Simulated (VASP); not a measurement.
# Pt (Fm-3m) in VASP: electric field gradients with r2SCAN+rVV10+U

Aim: the electric field gradients of Pt with r2SCAN+rVV10+U.

All numbers are computed with VASP 6.6.1; they aren't measurements. Logs are shortened: lines on timing, memory, paths and dates and some standing lists are left out, and cuts for length are marked.

**1. The cell of the first run**

It takes space group Fm-3m (No. 225, cubic). The conventional cell has a = 3.922 Å, b = 3.922 Å, c = 3.922 Å, α = 90.00°, β = 90.00°, γ = 90.00°. Pt (site symmetry m-3m) has 12 Pt at 2.77 Å within 3.7 Å.

**2. Electric field gradients, r2SCAN+rVV10+U, non-collinear spin, zero start, spin-orbit coupling**

Input file POSCAR:

```
Pt
1.0
    0.0000000000      1.9609000000      1.9609000000
    1.9609000000      0.0000000000      1.9609000000
    1.9609000000      1.9609000000      0.0000000000
Pt
1
Direct
    0.0000000000      0.0000000000      0.0000000000
```

Input file INCAR.step1:

```
SYSTEM = Pt
ALGO     = Normal         ! electronic algorithm
EDIFF    = 1E-4           ! SCF threshold, eV
ENCUT    = 520            ! plane-wave cutoff, eV
GGA      = PE             ! functional
GGA_COMPAT= .False.      
ISMEAR   = -1             ! smearing method
LASPH    = .True.         ! aspherical terms in the spheres
LCHARG   = .False.        ! write CHGCAR
LDAU     = .True.         ! DFT+U
LDAUJ    = 0            
LDAUL    = 2              ! shell
LDAUTYPE = 2            
LDAUU    = 3              ! U, eV
LMAXMIX  = 4              ! l up to which the mixer works
LREAL    = .False.        ! projectors in reciprocal space
LSORBIT  = .True.         ! spin-orbit coupling
LWAVE    = .True.         ! write WAVECAR
MAGMOM   = 0 0 0          ! initial moments
NBANDS   = 21             ! bands
NELM     = 150            ! most SCF steps
PREC     = Accurate       ! precision mode
SIGMA    = 0.15           ! smearing width, eV
```

Input file INCAR.step2:

```
SYSTEM = Pt
ALGO     = Normal         ! electronic algorithm
BPARAM   = 11.95        
CPARAM   = 0.0093       
EDIFF    = 1E-8           ! SCF threshold, eV
ENCUT    = 520            ! plane-wave cutoff, eV
GGA_COMPAT= .False.      
ISIF     = 2              ! what is computed and relaxed
ISMEAR   = -1             ! smearing method
ISTART   = 1            
IVDW_NL  = 2            
LASPH    = .True.         ! aspherical terms in the spheres
LCHARG   = .False.        ! write CHGCAR
LDAU     = .True.         ! DFT+U
LDAUJ    = 0            
LDAUL    = 2              ! shell
LDAUPRINT= 1            
LDAUTYPE = 2            
LDAUU    = 3              ! U, eV
LEFG     = .True.       
LMAXMIX  = 4              ! l up to which the mixer works
LMIXTAU  = .True.       
LORBIT   = 11             ! projections on sites
LORBMOM  = .True.       
LREAL    = .False.        ! projectors in reciprocal space
LSORBIT  = .True.         ! spin-orbit coupling
LUSE_VDW = .True.       
LWAVE    = .False.        ! write WAVECAR
MAGMOM   = 0 0 0          ! initial moments
METAGGA  = R2SCAN         ! meta-GGA
NBANDS   = 21             ! bands
NELM     = 150            ! most SCF steps
PREC     = Accurate       ! precision mode
SIGMA    = 0.15           ! smearing width, eV
```

Input file KPOINTS:

```
k-points
0
Gamma
  12 12 12
  0 0 0
```

Potentials or basis: VASP PAW PBE potentials, release 64 (Pt).

The run is started by

```sh
$ cat potpaw_PBE.64/Pt/POTCAR > POTCAR
$ cp INCAR.step1 INCAR
$ mpirun -np 1 vasp_ncl > vasp.out
$ cp INCAR.step2 INCAR
$ mpirun -np 1 vasp_ncl > vasp.out
```

OUTCAR:

```text
SYSTEM = Pt
   BPARAM = 11.95
   EDIFF = 1E-8
   ENCUT = 520
   ISIF = 2
   ISMEAR = -1
   ISTART = 1
   IVDW_NL = 2
   LASPH = .True.
   LORBIT = 11
   LREAL = .False.
   LSORBIT = .True.
   METAGGA = R2SCAN
   NELM = 150
   PREC = Accurate

 ion  position               nearest neighbor table
   1  0.000  0.000  0.000-

  LATTYP: Found a face centered cubic cell.
 ALAT       =     3.9218000000

  Lattice vectors:

 A1 = (   0.0000000000,   1.9609000000,   1.9609000000)
 A2 = (   1.9609000000,   0.0000000000,   1.9609000000)
 A3 = (   1.9609000000,   1.9609000000,   0.0000000000)

Analysis of symmetry for initial positions (statically):
=====================================================================
 Subroutine PRICEL returns:
 Original cell was already a primitive cell.

 Routine SETGRP: Setting up the symmetry group for a
 face centered cubic supercell.

 Subroutine GETGRP returns: Found 48 space group operations
 (whereof 48 operations were pure point group operations)
 out of a pool of 48 trial point group operations.

The static configuration has the point symmetry O_h .

Analysis of symmetry for dynamics (positions and initial velocities):
=====================================================================
 Subroutine PRICEL returns:
 Original cell was already a primitive cell.

 Routine SETGRP: Setting up the symmetry group for a
 face centered cubic supercell.

 Subroutine GETGRP returns: Found 48 space group operations
 (whereof 48 operations were pure point group operations)
 out of a pool of 48 trial point group operations.

The dynamic configuration has the point symmetry O_h .

Analysis of structural, dynamic, and magnetic symmetry:
=====================================================================
 Subroutine PRICEL returns:
 Original cell was already a primitive cell.

 Routine SETGRP: Setting up the symmetry group for a
 face centered cubic supercell.

 Subroutine GETGRP returns: Found 48 space group operations
 (whereof 48 operations were pure point group operations)
 out of a pool of 48 trial point group operations.

The overall configuration has the point symmetry O_h .

 Subroutine INISYM returns: Found 48 space group operations
 (whereof 48 operations are pure point group operations),
 and found     1 'primitive' translations

----------------------------------------------------------------------------------------

                                     Primitive cell

  volume of cell :      15.0798

  direct lattice vectors                    reciprocal lattice vectors
     0.000000000  1.960900000  1.960900000    -0.254984956  0.254984956  0.254984956
     1.960900000  0.000000000  1.960900000     0.254984956 -0.254984956  0.254984956
     1.960900000  1.960900000  0.000000000     0.254984956  0.254984956 -0.254984956

  length of vectors
     2.773131374  2.773131374  2.773131374     0.441646899  0.441646899  0.441646899

  position of ions in fractional coordinates (direct lattice)
     0.000000000  0.000000000  0.000000000

  ion indices of the primitive-cell ions
   primitive index   ion index
                 1           1

----------------------------------------------------------------------------------------

 KPOINTS: k-points

[... 157 lines left out ...]
  o =  0.8001  v =  0.0634 -0.1773 -0.0788 -0.3426  0.0000 -0.2235 -0.2879 -0.3462  0.1073 -0.1638      0.0000  0.6000 -0.1882  0.0462 -0.0404  0.2574  0.1073 -0.0482  0.2244 -0.1422
  o =  0.8001  v = -0.1234  0.0030  0.0016 -0.1549 -0.0000 -0.5603  0.2010 -0.0225 -0.0022  0.1582      0.0000 -0.0937  0.1023  0.5633  0.0785 -0.2486 -0.0022  0.2080 -0.0776 -0.3564
  o =  0.8001  v = -0.6967  0.0318  0.0026  0.0169 -0.0000  0.0810  0.1942 -0.0005 -0.0036 -0.0223      0.0000  0.0181 -0.1132 -0.0492  0.4432  0.0350 -0.0036 -0.0064  0.5025  0.0515
  o =  0.8964  v = -0.0657  0.2227 -0.0214 -0.0340  0.0000  0.3573  0.0981  0.0840 -0.0079 -0.0148      0.0000  0.0277 -0.1778 -0.1346 -0.1548 -0.0063 -0.0079 -0.1200 -0.0325 -0.8425
  o =  0.8964  v =  0.3652 -0.0019 -0.0579 -0.0180 -0.0000  0.0726 -0.1897  0.0449 -0.0213 -0.0071      0.0000  0.0150  0.0193 -0.0745  0.8612 -0.0030 -0.0213  0.1040 -0.1755 -0.1711
  o =  0.8964  v =  0.0461  0.2358  0.3865  0.1604 -0.0000  0.0167 -0.1205 -0.4110  0.1420  0.0447      0.0000 -0.1415  0.2654  0.2191  0.1088  0.0190  0.1420 -0.6192  0.0744 -0.0394
  o =  0.8964  v = -0.0425 -0.1044 -0.0451  0.0719  0.0000  0.0895 -0.2461 -0.1896 -0.0166  0.0108      0.0000 -0.0673  0.7280 -0.1939 -0.1003  0.0046 -0.0166  0.4062  0.2886 -0.2109

 number of electron      10.0000000 magnetization       0.0000000     -0.0000000     -0.0000000

 Free energy of the ion-electron system (eV)
  ---------------------------------------------------
  ext. energy  EPLUGINS =         0.00000000
  ---------------------------------------------------
  free energy    TOTEN  =       -49.60701528 eV

  energy without entropy =      -49.52257596  energy(sigma->0) =      -49.56479562

 E-fermi :  10.3391     XC(G=0): -14.5571

 val. band max:       10.3283268671   @ k =   0.4167   0.0000   0.0000
 cond. band min:      10.3399068601   @ k =  -0.2500   0.4167   0.1667
 fundamental gap:      0.0115799931
 Fermi energy:        10.3391281106

 k-point     1 :       0.0000    0.0000    0.0000
  band No.  band energies     occupation
      1       0.5717      1.00000
      2       0.5717      1.00000
      3       5.7276      1.00000
      4       5.7276      1.00000
      5       5.7276      1.00000
      6       5.7276      1.00000
[... 565 lines left out ...]
     20      30.4600      0.00000
     21      38.5140      0.00000

 [... further k-points ...]
[... 5 lines left out ...]
  --------------------------------------------------------------------------------------
  -------------------------------------------------------------------------------------
  Total       -0.4583944     -0.4583944     -0.4583944      0.0000000     -0.0000000      0.0000000
  in kB      -48.7027597    -48.7027597    -48.7027597      0.0000000     -0.0000000      0.0000000
  external PRESSURE =     -48.7027597 kB  Pullay stress =       0.0000000 kB

 VOLUME and BASIS-vectors are now :
 -----------------------------------------------------------------------------
  energy-cutoff  :      520.00
  volume of cell :       15.08
      direct lattice vectors                 reciprocal lattice vectors
     0.000000000  1.960900000  1.960900000    -0.254984956  0.254984956  0.254984956
     1.960900000  0.000000000  1.960900000     0.254984956 -0.254984956  0.254984956
     1.960900000  1.960900000  0.000000000     0.254984956  0.254984956 -0.254984956

 POSITION                                       TOTAL-FORCE (eV/Angst)
 -----------------------------------------------------------------------------------
      0.00000      0.00000      0.00000        -0.000000     -0.000000      0.000000
 -----------------------------------------------------------------------------------
    total drift:                               -0.000000      0.000000     -0.000000

  FREE ENERGIE OF THE ION-ELECTRON SYSTEM (eV)
  ---------------------------------------------------
  free  energy   TOTEN  =       -49.6070152762 eV

  energy  without entropy=      -49.5225759634  energy(sigma->0) =      -49.56479562

 Electric field gradients (V/A^2)
---------------------------------------------------------------------
 ion       V_xx      V_yy      V_zz      V_xy      V_xz      V_yz
---------------------------------------------------------------------
   1      -0.000    -0.000    -0.000     0.000     0.000     0.000
---------------------------------------------------------------------

 Electric field gradients after diagonalization (V/A^2)
 (convention: |V_zz| > |V_xx| > |V_yy|)
----------------------------------------------------------------------
 ion       V_xx      V_yy      V_zz     asymmetry (V_yy - V_xx)/ V_zz
----------------------------------------------------------------------
   1      -0.000    -0.000     0.000       0.000
----------------------------------------------------------------------

           NMR quadrupolar parameters

 Cq : quadrupolar parameter    Cq=e*Q*V_zz/h
 eta: asymmetry parameters     (V_yy - V_xx)/ V_zz
 Q  : nuclear electric quadrupole moment in mb (millibarn)
----------------------------------------------------------------------
 ion       Cq(MHz)       eta       Q (mb)
----------------------------------------------------------------------
   1       0.000       0.000       1.000
----------------------------------------------------------------------

 orbital moment (x)

 # of ion     p       d       tot
 ----------------------------------------
  1         0.000  -0.000  -0.000
 ----------------------------------------
            0.000  -0.000  -0.000

 orbital moment (y)

 # of ion     p       d       tot
 ----------------------------------------
  1         0.000   0.000   0.000
 ----------------------------------------
            0.000   0.000   0.000

 orbital moment (z)

 # of ion     p       d       tot
 ----------------------------------------
  1         0.000   0.000   0.000
 ----------------------------------------
            0.000   0.000   0.000

 Spin-Orbit-Coupling matrix elements

 Ion:    1  E_soc:     -0.7334623
 l=   1
     0.0000000    -0.0289131    -0.0289131
    -0.0289131     0.0000000    -0.0289131
    -0.0289131    -0.0289131     0.0000000
 l=   2
     0.0000000    -0.0185881     0.0000000    -0.0185881    -0.0747425
    -0.0185881     0.0000000    -0.0560569    -0.0185881    -0.0186856
     0.0000000    -0.0560569     0.0000000    -0.0560569     0.0000000
    -0.0185881    -0.0185881    -0.0560569     0.0000000    -0.0186856
    -0.0747425    -0.0186856     0.0000000    -0.0186856     0.0000000
 l=   3
     0.0000000     0.0000000     0.0000000     0.0000000     0.0000000     0.0000000     0.0000000
     0.0000000     0.0000000     0.0000000     0.0000000     0.0000000     0.0000000     0.0000000
     0.0000000     0.0000000     0.0000000     0.0000000     0.0000000     0.0000000     0.0000000
     0.0000000     0.0000000     0.0000000     0.0000000     0.0000000     0.0000000     0.0000000
     0.0000000     0.0000000     0.0000000     0.0000000     0.0000000     0.0000000     0.0000000
     0.0000000     0.0000000     0.0000000     0.0000000     0.0000000     0.0000000     0.0000000
     0.0000000     0.0000000     0.0000000     0.0000000     0.0000000     0.0000000     0.0000000

 total charge

# of ion       s       p       d       tot
------------------------------------------
    1        0.613   0.549   8.269   9.431

 magnetization (x)

# of ion       s       p       d       tot
------------------------------------------
    1       -0.000  -0.000   0.000  -0.000

 magnetization (y)

# of ion       s       p       d       tot
------------------------------------------
    1       -0.000   0.000   0.000  -0.000

 magnetization (z)

# of ion       s       p       d       tot
------------------------------------------
    1        0.000   0.000   0.000   0.000
```

Wall time 2.5 min (1 thread of Intel Xeon 6975P-C (Granite Rapids), shared host); peak memory 0.31 GiB.

What came out:

```
Free energy                                           : -49.6070 eV
Pressure                                              : -4.9 GPa
Net moment                                            : 0.00 μB per cell
Largest electric field gradient by atom               : under 0.05 V/Å² on every atom
Valence electrons inside the program's atomic spheres : Pt 9.43
```

Moments on the atoms (μB; x, y, z):
```
Pt  0.00 0.00 0.00
```

Caveat: the cell stands under tension; the PAW data sets were made with another functional, which shifts forces and pressure a little; the U is typed as a test and isn't derived for this compound. The state reached can hang on the start; a lower one may exist.
